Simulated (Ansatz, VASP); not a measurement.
**Two plane-wave programs on BaTiO3**

```
Ba Ti O
1.0
     3.93435    0.00000    0.00000
     0.00000    2.79863   -2.80332
     0.00000    2.79863    2.80332
Ba Ti O
1 1 3
Direct
  0.00000 0.99556 0.00444
  0.50000 0.48562 0.51438
  0.00000 0.50631 0.49369
  0.50000 0.01026 0.49463
  0.50000 0.50537 0.98974
```

Alike in both runs: functional PBEsol; dispersion D3(BJ); k mesh 6 × 6 × 6; no spin polarisation.

Ansatz relaxed the structure, and its values are those at the end. VASP's run is a single point on that final structure, the one shown.

|  | VASP | Ansatz |
| --- | --- | --- |
| version | VASP 6.6.1 | Ansatz 0.2.0 |
| potentials or method | VASP PAW PBE potentials, release 64 (Ba_sv, Ti_sv, O) | plane waves, PAW |
| plane-wave cutoff (eV) | 600 | 420 |
| occupations | gaussian, width 0.01 eV | fixed |
| valence electrons in the cell | 40 | 40 |

Ansatz gave:

| Property | Result |
| --- | --- |
| pressure (GPa) | 0.0 |
| rms of the force components (eV/Å) | 0.000 |

Task: Estimate VASP's values.

Result: Pressure (GPa): 2.0; rms of the force components (eV/Å): 0.016.

VASP's potentials were made for PBE, not for PBEsol.

Neither program's run includes spin-orbit coupling.
